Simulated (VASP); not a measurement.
Write the native input for VASP 6.6.1 that does the following.

| Property | Result |
| --- | --- |
| Task | single point |
| Functional | PBE0 |
| Potentials or basis | VASP PAW PBE potentials, release 64 (Si) |
| Cutoff | 520 eV |
| k mesh | 6 × 6 × 6 |
| Occupations | fermi-dirac, width 0.05 eV |
| Spin | no spin polarisation |
| Dipole correction | no |
| Grid for exact exchange (PRECFOCK) | Normal |
| Further INCAR settings | ALGO = Normal; EDIFF = 1e-06; NBANDS = 11 |
| Share of exact exchange | 0.25 |

The system is Si.

```
Si
1.0
    -2.37137    2.37137    1.32927
     2.37137   -2.37137    1.32927
     2.37137    2.37137   -1.32927
Si
2
Direct
  0.50000 0.50000 0.00000
  0.25000 0.75000 0.50000
```

The input as run:

POSCAR

```
Si
1.0
   -2.3713723045      2.3713723045      1.3292653899
    2.3713723045     -2.3713723045      1.3292653899
    2.3713723045      2.3713723045     -1.3292653899
Si
2
Direct
    0.5000000000      0.5000000000      0.0000000000
    0.2500000000      0.7500000000      0.5000000000
```

INCAR.step1

```
  PREC = Accurate
  ENCUT = 520
  EDIFF = 1E-5
  ISMEAR = -1
  SIGMA = 0.05
  LREAL = False
  LASPH = True
  NELM = 60
  ALGO = Normal
  ISIF = 2
  LWAVE = True
  NBANDS = 11
  GGA = PE
```

INCAR.step2

```
  PREC = Accurate
  ENCUT = 520
  EDIFF = 1E-6
  ISMEAR = -1
  SIGMA = 0.05
  LREAL = False
  LASPH = True
  NELM = 60
  ALGO = Normal
  ISIF = 2
  LWAVE = False
  LCHARG = True
  GGA = PE
  LHFCALC = True
  AEXX = 0.25
  PRECFOCK = Normal
  LELF = True
  LVHAR = True
  NBANDS = 11
  ISTART = 1
```

KPOINTS

```
Automatic mesh
0
Gamma
  6 6 6
```

Potentials or basis: VASP PAW PBE potentials, release 64 (Si).

Launch:

```sh
$ cat potpaw_PBE.64/Si/POTCAR > POTCAR
$ cp INCAR.step1 INCAR
$ mpirun -np 1 vasp_std > vasp.out
$ cp INCAR.step2 INCAR
$ mpirun -np 1 vasp_std > vasp.out
```

It gave:

```
Pressure               : 0.3 GPa
Band gap on the k mesh : zero (bands 4 and 5 overlap by 8.55 eV)
```

Caveat: the k points lie up to 0.45 Å⁻¹ apart, too coarse for converged energies and pressures of a metal; the PAW data sets were made with another functional, which shifts forces and pressure a little.

Run time: 34 min on 1 thread of Intel Xeon 8259CL, on a shared host, peak memory 0.17 GiB.
